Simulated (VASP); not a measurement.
# Re (Fd-3m) in VASP: further runs

Re is run at these levels: LDA; tasks: relaxation of cell and atoms.

Everything below comes from runs of VASP 6.6.1. Logs are shortened: lines on timing, memory, paths and dates and some standing lists are left out, and cuts for length are marked.

### Step 1. The cell of the first run

The structure is cubic, space group Fd-3m (No. 227). The conventional cell has a = 5.271 Å, b = 5.271 Å, c = 5.271 Å, α = 90.00°, β = 90.00°, γ = 90.00°. Within 3.0 Å of Re (site symmetry -43m) lie 4 Re at 2.28 Å.

This isn't the form of Re at room conditions, which is hcp.

### Step 2. Relaxation of cell and atoms, LDA, target pressure -4.8 GPa, at which the enthalpy is minimised

INCAR

```
PREC = Accurate
ENCUT = 600
EDIFF = 1E-6
ISMEAR = -1
SIGMA = 0.1
LREAL = False
LASPH = True
NELM = 100
ALGO = Normal
ISIF = 3
LWAVE = False
LCHARG = False
GGA = CA
IBRION = 2
NSW = 60
EDIFFG = -0.005
PSTRESS = -48.0
```

KPOINTS

```
Automatic mesh
0
Gamma
  13 13 13
```

POSCAR

```
Re
1.0
    0.0000000000      2.6353304002      2.6353304002
    2.6353304002      0.0000000000      2.6353304002
    2.6353304002      2.6353304002      0.0000000000
Re
2
Direct
   -0.1250000000     -0.1250000000     -0.1250000000
    0.1250000000      0.1250000000      0.1250000000
```

Potentials or basis: VASP PAW LDA potentials, release 64 (Re).

Started as:

```bash
$ cat potpaw_LDA.64/Re/POTCAR > POTCAR
$ mpirun -np 1 vasp_std > vasp.out
```

OUTCAR:

```text
PREC = Accurate
   ENCUT = 600
   EDIFF = 1E-6
   ISMEAR = -1
   LREAL = False
   LASPH = True
   NELM = 100
   ISIF = 3
   GGA = CA
   IBRION = 2
   NSW = 60
   EDIFFG = -0.005
   PSTRESS = -48.0

 ion  position               nearest neighbor table
   1  0.875  0.875  0.875-   2 2.28   2 2.28   2 2.28   2 2.28
   2  0.125  0.125  0.125-   1 2.28   1 2.28   1 2.28   1 2.28

  LATTYP: Found a face centered cubic cell.
 ALAT       =     5.2706608004

  Lattice vectors:

 A1 = (   0.0000000000,   2.6353304002,   2.6353304002)
 A2 = (   2.6353304002,   0.0000000000,   2.6353304002)
 A3 = (   2.6353304002,   2.6353304002,   0.0000000000)

Analysis of symmetry for initial positions (statically):
=====================================================================
 Subroutine PRICEL returns:
 Original cell was already a primitive cell.

 Routine SETGRP: Setting up the symmetry group for a
 face centered cubic supercell.

 Subroutine GETGRP returns: Found 48 space group operations
 (whereof 12 operations were pure point group operations)
 out of a pool of 48 trial point group operations.

The static configuration has the point symmetry D_3d.
 The point group associated with its full space group is O_h .

Analysis of symmetry for dynamics (positions and initial velocities):
=====================================================================
 Subroutine PRICEL returns:
 Original cell was already a primitive cell.

 Routine SETGRP: Setting up the symmetry group for a
 face centered cubic supercell.

 Subroutine GETGRP returns: Found 48 space group operations
 (whereof 12 operations were pure point group operations)
 out of a pool of 48 trial point group operations.

The dynamic configuration has the point symmetry D_3d.
 The point group associated with its full space group is O_h .

 Subroutine INISYM returns: Found 48 space group operations
 (whereof 12 operations are pure point group operations),
 and found     1 'primitive' translations

----------------------------------------------------------------------------------------

                                     Primitive cell

  volume of cell :      36.6046

  direct lattice vectors                    reciprocal lattice vectors
     0.000000000  2.635330400  2.635330400    -0.189729531  0.189729531  0.189729531
     2.635330400  0.000000000  2.635330400     0.189729531 -0.189729531  0.189729531
     2.635330400  2.635330400  0.000000000     0.189729531  0.189729531 -0.189729531

[... 63 lines left out ...]
  0.461538  0.153846  0.000000     24.000000
 [... further k-points ...]
   k-points           NKPTS =     84   k-points in BZ     NKDIM =     84   number of bands    NBANDS=     11
   number of dos      NEDOS =    301   number of ions     NIONS =      2
   total plane-waves  NPLWV =  27000
   dimension x,y,z NGX =    30 NGY =   30 NGZ =   30
   dimension x,y,z NGXF=    60 NGYF=   60 NGZF=   60
   ions per type =               2
   NGX,Y,Z   is equivalent  to a cutoff of  13.38, 13.38, 13.38 a.u.
   NGXF,Y,Z  is equivalent  to a cutoff of  26.76, 26.76, 26.76 a.u.
 SYSTEM =  unknown system
   PREC   = accura    normal or accurate (medium, high low for compatibility)
   ISTART =      0    job   : 0-new  1-cont  2-samecut
   ICHARG =      2    charge: 1-file 2-atom 10-const
   ISPIN  =      1    spin polarized calculation?
   LNONCOLLINEAR =      F non collinear calculations
   LSORBIT =      F    spin-orbit coupling
   LASPH  =      T    aspherical Exc in radial PAW
   ENCUT  =  600.0 eV  44.10 Ry    6.64 a.u.   7.44  7.44  7.44*2*pi/ulx,y,z
   NELM   =    100;   NELMIN=  2; NELMDL= -5     # of ELM steps
   EDIFF  = 0.1E-05   stopping-criterion for ELM
   LREAL  =      F    real-space projection
   EDIFFG = -.5E-02   stopping-criterion for IOM
   NSW    =     60    number of steps for IOM
   IBRION =      2    ionic relax: 0-MD 1-quasi-New 2-CG
   NFREE  =      1    steps in history (QN), initial steepest desc. (CG)
   ISIF   =      3    stress and relaxation
   ISYM   =      2    0-nonsym 1-usesym 2-fastsym
   POTIM  = 0.5000    time-step for ionic-motion
   TEBEG  =    0.0;   TEEND  =   0.0 temperature during run
   PSTRESS=  -48.0 pullay stress
   NELECT =      14.0000    total number of electrons
   NUPDOWN=      -1.0000    fix difference up-down
   EMIN   =  10.00;   EMAX   =-10.00  energy-range for DOS
   EFERMI =   0.00;   METHOD = LEGACY
   ISMEAR =    -1;   SIGMA  =   0.10  broadening in eV -4-tet -1-fermi 0-gaus
   EFERMI_NEDOS =   21; number of points for ismear=-14 and -15
   IALGO  =     38    algorithm
   IMIX   =      4    mixing-type and parameters
     AMIX     =   0.40;   BMIX     =  1.00
     AMIX_MAG =   1.60;   BMIX_MAG =  1.00
  volume/ion in A,a.u.               =      18.30       123.51
  Fermi-wavevector in a.u.,A,eV,Ry     =   1.188336  2.245629 19.213351  1.412141
  Thomas-Fermi vector in A             =   2.324467
   LORBIT       =      0    0 simple, 1 ext, 2 COOP (PROOUT), +10 PAW based schemes
   GGA     = CA    functional components
   LHFCALC =     F    Hartree Fock is set to
   AEXX    =    0.0000 exact exchange contribution
   IVDW    =     0    specifies the selected vdW correction
   LEPSILON=     F    determine dielectric tensor
   LRPA    =     F    only Hartree local field effects (RPA)
 conjugate gradient relaxation of ions
 non-spin polarized calculation
  energy-cutoff  :      600.00
  volume of cell :       36.60
 maximum number of plane-waves:      1243
 NGX is ok and might be reduce to    30
   NGX = 15   NGY = 15   NGZ = 15

--------------------------------------- Ionic step        1  -------------------------------------------

 number of electron      14.0000000 magnetization

 Free energy of the ion-electron system (eV)
  ---------------------------------------------------
  ext. energy  EPLUGINS =         0.00000000
  ---------------------------------------------------
  free energy    TOTEN  =       -23.39047824 eV

  energy without entropy =      -23.34976685  energy(sigma->0) =      -23.37012255

 E-fermi :   5.3395     XC(G=0): -12.2131

 val. band max:        5.3381953700   @ k =  -0.3846   0.3077   0.0769
 cond. band min:       5.3430708148   @ k =  -0.3077   0.3846   0.0769
 fundamental gap:      0.0048754448
 Fermi energy:         5.3394789970
[... 790 lines left out ...]
  energy  without entropy=      -23.9422945029  energy(sigma->0) =      -23.96573317

  enthalpy is  TOTEN    =       -25.3445348990 eV   P V=       -1.3553630644

[... ionic steps 4 to 16 ...]

--------------------------------------- Ionic step       17  -------------------------------------------

 number of electron      14.0000000 magnetization

------------------------ aborting loop because EDIFF is reached ----------------------------------------
[... 71 lines left out ...]
--------------------------------------- Ionic step       19  -------------------------------------------

 number of electron      14.0000000 magnetization

 Free energy of the ion-electron system (eV)
  ---------------------------------------------------
  ext. energy  EPLUGINS =         0.00000000
  ---------------------------------------------------
  free energy    TOTEN  =       -24.05838463 eV

  energy without entropy =      -24.01277008  energy(sigma->0) =      -24.03557736

 E-fermi :   3.5535     XC(G=0): -11.3302

 val. band max:        3.5495349705   @ k =  -0.2308   0.2308   0.0000
 cond. band min:       3.5770100275   @ k =  -0.3846   0.2308   0.0769
 fundamental gap:      0.0274750571
 Fermi energy:         3.5534800653
[... 369 lines left out ...]
  energy  without entropy=      -24.0127700830  energy(sigma->0) =      -24.03557736

  enthalpy is  TOTEN    =       -25.3699030214 eV   P V=       -1.3115183934

 reached required accuracy - stopping structural energy minimisation
```

OSZICAR:

```text
N       E                     dE             d eps       ncg     rms          rms(c)
DAV:   1     0.123409124786E+03    0.12341E+03   -0.61214E+03  1931   0.139E+03
DAV:   2    -0.121611539642E+02   -0.13557E+03   -0.12541E+03  2908   0.557E+02
DAV:   3    -0.235008694450E+02   -0.11340E+02   -0.99384E+01  3084   0.169E+02
DAV:   4    -0.239629786160E+02   -0.46211E+00   -0.44708E+00  3150   0.296E+01
[... 97 lines left out ...]
DAV:   1    -0.240584297901E+02    0.22577E-04   -0.37384E-07  1014   0.208E-02    0.356E-03
DAV:   2    -0.240584297971E+02   -0.70236E-08   -0.18379E-07  1008   0.600E-03
  18 F= -.25369903E+02 E0= -.25347097E+02  d E =-.414267E-06
       N       E                     dE             d eps       ncg     rms          rms(c)
DAV:   1    -0.240583846140E+02    0.45176E-04   -0.14927E-06  1095   0.403E-02    0.867E-03
DAV:   2    -0.240583846280E+02   -0.14018E-07   -0.73117E-07   999   0.122E-02
  19 F= -.25369903E+02 E0= -.25347096E+02  d E =-.797333E-06
```

Run time: 4.7 min. Hardware: 1 thread of Oxide Virtual Turin-like, shared host; peak memory 0.15 GiB.

Results:

```
Free energy                                                : -24.0584 eV
Relaxed volume                                             : 21.89 Å³/atom
Relaxed cell                                               : a = 3.956 Å, b = 3.956 Å, c = 3.956 Å, α = 60.00°, β = 60.00°, γ = 60.00°
Space group after relaxing (to 0.1 Å)                      : Fd-3m (No. 227)
Energy change on relaxing (the run minimises the enthalpy) : -334.0 meV/atom
Ionic steps                                                : 19
Pressure after relaxing                                    : -4.8 GPa
Band gap on the k mesh                                     : zero (bands 7 and 8 overlap by 1.13 eV)
```

The path:
| step | energy change (eV) | largest force (eV/Å) | pressure (GPa) | volume (Å³) |
| --- | --- | --- | --- | --- |
| 1 | 0.0000 | 0.0000 | 40.89 | 36.60 |
| 2 | 4.1430 | 0.0000 | -32.75 | 71.80 |
| 3 | -0.5987 | 0.0000 | -10.24 | 45.24 |
| 4 | -0.6583 | 0.0000 | -5.94 | 44.06 |
| 5 | -0.6680 | 0.0000 | -4.76 | 43.77 |
| 6 | -0.6680 | 0.0000 | -4.75 | 43.77 |
| 7 | -0.6680 | 0.0000 | -4.75 | 43.77 |
| 8 | -0.6680 | 0.0000 | -4.75 | 43.77 |
| 9 | -0.6680 | 0.0000 | -4.75 | 43.77 |
| 10 | -0.6680 | 0.0000 | -4.75 | 43.77 |
| 11 | -0.6680 | 0.0000 | -4.75 | 43.77 |
| 12 | -0.6680 | 0.0000 | -4.75 | 43.77 |
| 13 | -0.6680 | 0.0000 | -4.75 | 43.77 |
| 14 | -0.6680 | 0.0000 | -4.76 | 43.77 |
| 15 | -0.6680 | 0.0000 | -4.76 | 43.77 |
| 16 | -0.6680 | 0.0000 | -4.76 | 43.77 |
| 17 | -0.6680 | 0.0000 | -4.76 | 43.77 |
| 18 | -0.6680 | 0.0000 | -4.76 | 43.78 |
| 19 | -0.6679 | 0.0000 | -4.77 | 43.78 |

Final structure:
```
Re
1.0
     0.00000    2.79729    2.79729
     2.79729    0.00000    2.79729
     2.79729    2.79729    0.00000
Re
2
Direct
  0.87500 0.87500 0.87500
  0.12500 0.12500 0.12500
```

Caveat: the cell is relaxed towards a set pressure, so the run minimises the enthalpy, not the energy; the volume moved by over 15 % at a fixed basis, so the end points are rough; spin-orbit coupling is left out, which moves the levels of the heavy elements.

(Continued in part 2 of 2.)

The gap in the log of VASP goes by the Fermi energy; the results here count the filled bands.